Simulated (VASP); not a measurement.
# LiP4Au2 (Fddd) in VASP: single point with r2SCAN

Aim: the single point of LiP4Au2 with r2SCAN.

Everything below comes from runs of VASP 6.6.1. Logs are shortened: lines on timing, memory, paths and dates and some standing lists are left out, and cuts for length are marked.

## 1. The cell of the first run

Symmetry: Fddd, No. 70, orthorhombic system. The conventional cell has a = 6.098 Å, b = 8.297 Å, c = 20.441 Å, α = 90.00°, β = 90.00°, γ = 90.00°. Within 3.4 Å of Au (site symmetry 2) lie 6 P at 2.21 to 3.33 Å and 2 Au at 3.01 Å and 3 Li at 3.13 to 3.33 Å. Within 4.2 Å of Li (site symmetry 222) lie 6 Au at 3.13 to 3.33 Å and 16 P at 3.25 to 4.15 Å. Within 2.7 Å of P (site symmetry 1) lie 2 P at 2.07 to 2.08 Å and 1 Au at 2.21 Å.

## 2. Single point, r2SCAN

File POSCAR:

```
LiP4Au2
1.0
   -3.0492050000      4.1486700000      0.0000000000
    3.0492050000      0.0000000000     10.2203170000
    3.0492050000      4.1486700000      0.0000000000
Au Li P
4 2 8
Direct
    0.2881400000      0.5762800000      0.9618600000
    0.9618600000      0.9237200000      0.2881400000
    0.7118600000      0.4237200000      0.0381400000
    0.0381400000      0.0762800000      0.7118600000
    0.1250000000      0.2500000000      0.1250000000
    0.8750000000      0.7500000000      0.8750000000
    0.1193200000      0.5944600000      0.3990600000
    0.4751400000      0.5944600000      0.5064800000
    0.5064800000      0.9055400000      0.4751400000
    0.3990600000      0.9055400000      0.1193200000
    0.8806800000      0.4055400000      0.6009400000
    0.5248600000      0.4055400000      0.4935200000
    0.4935200000      0.0944600000      0.5248600000
    0.6009400000      0.0944600000      0.8806800000
```

File INCAR.step1:

```
SYSTEM = LiP4Au2
PREC = Accurate
ENCUT = 830
ISMEAR = -1
SIGMA = 0.1
LREAL = .False.
LASPH = .True.
NELM = 120
NBANDS = 58
GGA = PE
ALGO = Normal
EDIFF = 1E-5
LWAVE = .True.
LCHARG = .False.
GGA_COMPAT = .False.
KPAR = 4
```

File INCAR.step2:

```
SYSTEM = LiP4Au2
PREC = Accurate
ENCUT = 830
EDIFF = 1E-6
ISMEAR = -1
SIGMA = 0.1
LREAL = .False.
LASPH = .True.
NELM = 120
ALGO = Normal
ISIF = 2
LWAVE = .False.
LCHARG = .False.
METAGGA = R2SCAN
LMIXTAU = .True.
NBANDS = 58
ISTART = 1
GGA_COMPAT = .False.
KPAR = 4
```

File KPOINTS:

```
Automatic mesh
0
Gamma
  6 6 6
  0 0 0
```

Potentials or basis: VASP PAW PBE potentials, release 64 (Au, Li_sv, P).

The run is started by

```bash
$ cat potpaw_PBE.64/Au/POTCAR potpaw_PBE.64/Li_sv/POTCAR potpaw_PBE.64/P/POTCAR > POTCAR
$ cp INCAR.step1 INCAR
$ mpirun -np 4 vasp_std > vasp.out
$ cp INCAR.step2 INCAR
$ mpirun -np 4 vasp_std > vasp.out
```

OUTCAR:

```text
SYSTEM = LiP4Au2
   PREC = Accurate
   ENCUT = 830
   EDIFF = 1E-6
   ISMEAR = -1
   LREAL = .False.
   LASPH = .True.
   NELM = 120
   ISIF = 2
   METAGGA = R2SCAN
   ISTART = 1

 ion  position               nearest neighbor table
   1  0.288  0.576  0.962-   7 2.21   8 2.21   3 3.01   3 3.01   7 3.25   8 3.25
   2  0.962  0.924  0.288-  10 2.21   9 2.21   4 3.01   4 3.01  10 3.25   9 3.25
   3  0.712  0.424  0.038-  11 2.21  12 2.21   1 3.01   1 3.01  11 3.25  12 3.25
   4  0.038  0.076  0.712-  14 2.21  13 2.21   2 3.01   2 3.01  14 3.25  13 3.25
   5  0.125  0.250  0.125-
   6  0.875  0.750  0.875-
   7  0.119  0.594  0.399-   8 2.07  11 2.08   1 2.21   1 3.25
   8  0.475  0.594  0.506-   7 2.07  12 2.08   1 2.21   1 3.25
   9  0.506  0.906  0.475-  10 2.07  13 2.08   2 2.21   2 3.25
  10  0.399  0.906  0.119-   9 2.07  14 2.08   2 2.21   2 3.25
  11  0.881  0.406  0.601-  12 2.07   7 2.08   3 2.21   3 3.25
  12  0.525  0.406  0.494-  11 2.07   8 2.08   3 2.21   3 3.25
  13  0.494  0.094  0.525-  14 2.07   9 2.08   4 2.21   4 3.25
  14  0.601  0.094  0.881-  13 2.07  10 2.08   4 2.21   4 3.25

  LATTYP: Found a face centered orthorhombic cell.
 ALAT       =     6.0984100000
 B/A-ratio  =     1.3605743136
 C/A-ratio  =     3.3517972717

  Lattice vectors:

 A1 = (   0.0000000000,   4.1486700000,  10.2203170000)
 A2 = (   3.0492050000,   0.0000000000,  10.2203170000)
 A3 = (   3.0492050000,   4.1486700000,   0.0000000000)

Analysis of symmetry for initial positions (statically):
=====================================================================
 Subroutine PRICEL returns:
 Original cell was already a primitive cell.

 Routine SETGRP: Setting up the symmetry group for a
 face centered orthorhombic supercell.

 Subroutine GETGRP returns: Found  8 space group operations
 (whereof  2 operations were pure point group operations)
 out of a pool of  8 trial point group operations.

The static configuration has the point symmetry S_2 .
 The point group associated with its full space group is D_2h.

Analysis of symmetry for dynamics (positions and initial velocities):
=====================================================================
 Subroutine PRICEL returns:
 Original cell was already a primitive cell.

 Routine SETGRP: Setting up the symmetry group for a
 face centered orthorhombic supercell.

 Subroutine GETGRP returns: Found  8 space group operations
 (whereof  2 operations were pure point group operations)
 out of a pool of  8 trial point group operations.

The dynamic configuration has the point symmetry S_2 .
 The point group associated with its full space group is D_2h.

 Subroutine INISYM returns: Found  8 space group operations
 (whereof  2 operations are pure point group operations),
 and found     1 'primitive' translations

----------------------------------------------------------------------------------------

                                     Primitive cell

  volume of cell :     258.5770

  direct lattice vectors                    reciprocal lattice vectors
    -3.049205000  4.148670000  0.000000000    -0.163977168  0.120520552  0.048922162
     3.049205000  0.000000000 10.220317000     0.000000000  0.000000000  0.097844323
     3.049205000  4.148670000  0.000000000     0.163977168  0.120520552 -0.048922162

  length of vectors
     5.148700215 10.665483145  5.148700215     0.209301441  0.097844323  0.209301441

  position of ions in fractional coordinates (direct lattice)
     0.288140000  0.576280000  0.961860000
     0.961860000  0.923720000  0.288140000
     0.711860000  0.423720000  0.038140000
     0.038140000  0.076280000  0.711860000
     0.125000000  0.250000000  0.125000000
     0.875000000  0.750000000  0.875000000
     0.119320000  0.594460000  0.399060000
     0.475140000  0.594460000  0.506480000
     0.506480000  0.905540000  0.475140000
     0.399060000  0.905540000  0.119320000
     0.880680000  0.405540000  0.600940000
     0.524860000  0.405540000  0.493520000
     0.493520000  0.094460000  0.524860000
     0.600940000  0.094460000  0.880680000

  ion indices of the primitive-cell ions
   primitive index   ion index
                 1           1
                 2           2
                 3           3
                 4           4
                 5           5
                 6           6
                 7           7
                 8           8
                 9           9
                10          10
                11          11
                12          12
                13          13
                14          14

----------------------------------------------------------------------------------------

 KPOINTS: Automatic mesh

Automatic generation of k-mesh.
 Grid dimensions read from file:
 generate k-points for:    6    6    6

 Generating k-lattice:

  Cartesian coordinates                     Fractional coordinates (reciprocal lattice)
    -0.027329528  0.020086759  0.008153694     0.166666667  0.000000000  0.000000000
     0.000000000  0.000000000  0.016307387     0.000000000  0.166666667  0.000000000
     0.027329528  0.020086759 -0.008153694     0.000000000 -0.000000000  0.166666667

  Length of vectors
     0.034883573  0.016307387  0.034883573

  Shift w.r.t. Gamma in fractional coordinates (k-lattice)
     0.000000000  0.000000000  0.000000000

 Subroutine IBZKPT returns following result:
 ===========================================

 Found     46 irreducible k-points:

 Following reciprocal coordinates:
            Coordinates               Weight
  0.000000  0.000000  0.000000      1.000000
  0.166667 -0.000000  0.000000      8.000000
  0.333333 -0.000000  0.000000      8.000000
  0.500000 -0.000000  0.000000      4.000000
  0.000000  0.166667  0.000000      2.000000
  0.166667  0.166667  0.000000      8.000000
[... 16 lines left out ...]
 -0.166667  0.166667  0.166667      2.000000
  0.166667  0.333333  0.166667      4.000000
 [... further k-points ...]
   k-points           NKPTS =     46   k-points in BZ     NKDIM =     46   number of bands    NBANDS=     58
   number of dos      NEDOS =    301   number of ions     NIONS =     14
   total plane-waves  NPLWV = 230400
   dimension x,y,z NGX =    48 NGY =  100 NGZ =   48
   dimension x,y,z NGXF=    96 NGYF=  200 NGZF=   96
   ions per type =               4   2   8
   NGX,Y,Z   is equivalent  to a cutoff of  15.50, 15.59, 15.50 a.u.
   NGXF,Y,Z  is equivalent  to a cutoff of  31.00, 31.17, 31.00 a.u.
 SYSTEM =  LiP4Au2
   PREC   = accura    normal or accurate (medium, high low for compatibility)
   ISTART =      1    job   : 0-new  1-cont  2-samecut
   ICHARG =      0    charge: 1-file 2-atom 10-const
   ISPIN  =      1    spin polarized calculation?
   LNONCOLLINEAR =      F non collinear calculations
   LSORBIT =      F    spin-orbit coupling
   LASPH  =      T    aspherical Exc in radial PAW
   ENCUT  =  830.0 eV  61.00 Ry    7.81 a.u.  12.09 25.05 12.09*2*pi/ulx,y,z
   NELM   =    120;   NELMIN=  2; NELMDL=  0     # of ELM steps
   EDIFF  = 0.1E-05   stopping-criterion for ELM
   LREAL  =      F    real-space projection
   EDIFFG = 0.1E-04   stopping-criterion for IOM
   NSW    =      0    number of steps for IOM
   IBRION =     -1    ionic relax: 0-MD 1-quasi-New 2-CG
   NFREE  =      0    steps in history (QN), initial steepest desc. (CG)
   ISIF   =      2    stress and relaxation
   ISYM   =      2    0-nonsym 1-usesym 2-fastsym
   POTIM  = 0.5000    time-step for ionic-motion
   TEBEG  =    0.0;   TEEND  =   0.0 temperature during run
   PSTRESS=    0.0 pullay stress
   NELECT =      90.0000    total number of electrons
   NUPDOWN=      -1.0000    fix difference up-down
   EMIN   =  10.00;   EMAX   =-10.00  energy-range for DOS
   EFERMI =   0.00;   METHOD = LEGACY
   ISMEAR =    -1;   SIGMA  =   0.10  broadening in eV -4-tet -1-fermi 0-gaus
   EFERMI_NEDOS =   21; number of points for ismear=-14 and -15
   IALGO  =     38    algorithm
   IMIX   =      4    mixing-type and parameters
     AMIX     =   0.40;   BMIX     =  1.00
     AMIX_MAG =   1.60;   BMIX_MAG =  1.00
  volume/ion in A,a.u.               =      18.47       124.64
  Fermi-wavevector in a.u.,A,eV,Ry     =   1.151575  2.176162 18.043038  1.326126
  Thomas-Fermi vector in A             =   2.288232
   LORBIT       =      0    0 simple, 1 ext, 2 COOP (PROOUT), +10 PAW based schemes
   METAGGA = R2SCAN    functional components
   LHFCALC =     F    Hartree Fock is set to
   AEXX    =    0.0000 exact exchange contribution
   IVDW    =     0    specifies the selected vdW correction
   LEPSILON=     F    determine dielectric tensor
   LRPA    =     F    only Hartree local field effects (RPA)
 non-spin polarized calculation
  energy-cutoff  :      830.00
  volume of cell :      258.58
 maximum number of plane-waves:     14078
   NGX = 25   NGY = 51   NGZ = 25

 number of electron      90.0000008 magnetization

 Free energy of the ion-electron system (eV)
  ---------------------------------------------------
  ext. energy  EPLUGINS =         0.00000000
  ---------------------------------------------------
  free energy    TOTEN  =      -278.17294050 eV

  energy without entropy =     -278.01139021  energy(sigma->0) =     -278.09216536

 E-fermi :   5.7689     XC(G=0): -10.5932

 val. band max:        5.7669299583   @ k =   0.0000   0.1667   0.0000
 cond. band min:       5.7722296288   @ k =   0.0000   0.5000   0.0000
 fundamental gap:      0.0052996705
 Fermi energy:         5.7688514527

 k-point     1 :       0.0000    0.0000    0.0000
  band No.  band energies     occupation
      1     -42.9480      2.00000
      2     -42.9480      2.00000
      3      -9.8751      2.00000
      4      -9.6458      2.00000
      5      -6.9261      2.00000
      6      -6.2898      2.00000
[... 1429 lines left out ...]
     56      10.7160      0.00000
     57      11.1577      0.00000

 [... further k-points ...]

 [bands above 57 left out]

------------------------ aborting loop because EDIFF is reached ----------------------------------------

  FORCE on cell =-STRESS in cart. coord.  units (eV):
  Direction    XX          YY          ZZ          XY          YZ          ZX
  --------------------------------------------------------------------------------------
  -------------------------------------------------------------------------------------
  Total       36.4292228     28.5148807     14.4647077     -0.0000000      0.0000000      0.0000000
  in kB      225.7202962    176.6819830     89.6252477     -0.0000000      0.0000000      0.0000000
  external PRESSURE =     164.0091756 kB  Pullay stress =       0.0000000 kB

 VOLUME and BASIS-vectors are now :
 -----------------------------------------------------------------------------
  energy-cutoff  :      830.00
  volume of cell :      258.58
      direct lattice vectors                 reciprocal lattice vectors
    -3.049205000  4.148670000  0.000000000    -0.163977168  0.120520552  0.048922162
     3.049205000  0.000000000 10.220317000     0.000000000  0.000000000  0.097844323
     3.049205000  4.148670000  0.000000000     0.163977168  0.120520552 -0.048922162

 POSITION                                       TOTAL-FORCE (eV/Angst)
 -----------------------------------------------------------------------------------
      3.81151      5.18584      5.88976         0.000000      0.000000      0.307947
      0.76230      5.18584      9.44071         0.000000      0.000000     -0.307947
     -0.76230      3.11150      4.33055         0.000000      0.000000     -0.307947
      2.28690      3.11150      0.77961         0.000000      0.000000      0.307947
      0.76230      1.03717      2.55508         0.000000      0.000000      0.000000
      2.28690      7.26017      7.66524         0.000000      0.000000      0.000000
      2.66562      2.15059      6.07557         1.500660     -0.203216      1.447097
      1.90819      4.07242      6.07557        -1.500660      0.203216      1.447097
      2.66562      4.07242      9.25491         1.500660      0.203216     -1.447097
      1.90819      2.15059      9.25491        -1.500660     -0.203216     -1.447097
      0.38359      6.14675      4.14475        -1.500660      0.203216     -1.447097
      1.14101      4.22492      4.14475         1.500660     -0.203216     -1.447097
      0.38359      4.22492      0.96541        -1.500660     -0.203216      1.447097
      1.14101      6.14675      0.96541         1.500660      0.203216      1.447097
 -----------------------------------------------------------------------------------
    total drift:                               -0.000000     -0.000000     -0.000000

  FREE ENERGIE OF THE ION-ELECTRON SYSTEM (eV)
  ---------------------------------------------------
  free  energy   TOTEN  =      -278.1729405032 eV

  energy  without entropy=     -278.0113902117  energy(sigma->0) =     -278.09216536
```

Run time: 18 min. Hardware: 4 MPI ranks of Intel Xeon 6975P-C (Granite Rapids), shared host; peak memory 1.3 GiB.

What came out:

```
Free energy            : -278.1729 eV
Pressure               : 16.4 GPa
Largest force          : 2.095 eV/Å
Band gap on the k mesh : zero (bands 45 and 46 overlap by 0.61 eV)
```

Forces in eV/Å, atoms in the order of the input:
```
Au   0.000  0.000  0.308
Au   0.000  0.000 -0.308
Au   0.000  0.000 -0.308
Au   0.000  0.000  0.308
Li   0.000  0.000  0.000
Li   0.000  0.000  0.000
P    1.501 -0.203  1.447
P   -1.501  0.203  1.447
P    1.501  0.203 -1.447
P   -1.501 -0.203 -1.447
P   -1.501  0.203 -1.447
P    1.501 -0.203 -1.447
P   -1.501 -0.203  1.447
P    1.501  0.203  1.447
```

Levels at points of the mesh, in eV from the Fermi level:
```csv
k point,band 42,band 43,band 44,band 45,band 46,band 47,band 48,band 49
"(0.00, 0.00, 0.00)",-0.87,-0.85,-0.78,0.01,0.32,1.51,1.92,2.74
"(0.50, 0.00, 0.00)",-1.30,-0.93,-0.61,0.04,0.98,2.30,2.59,2.74
"(0.00, 0.50, 0.00)",-1.66,-0.32,-0.32,0.00,0.00,1.97,1.97,3.16
"(0.50, 0.00, 0.50)",-1.01,-0.46,-0.46,-0.30,-0.30,2.38,2.38,2.42
"(0.50, 0.50, 0.50)",-1.65,-0.79,-0.79,0.31,0.31,2.35,2.35,2.58
```

Caveat: the stress differs along the axes, from 9 to 23 GPa; the PAW data sets were made with another functional, which shifts forces and pressure a little; spin-orbit coupling is left out, which moves the levels of the heavy elements.
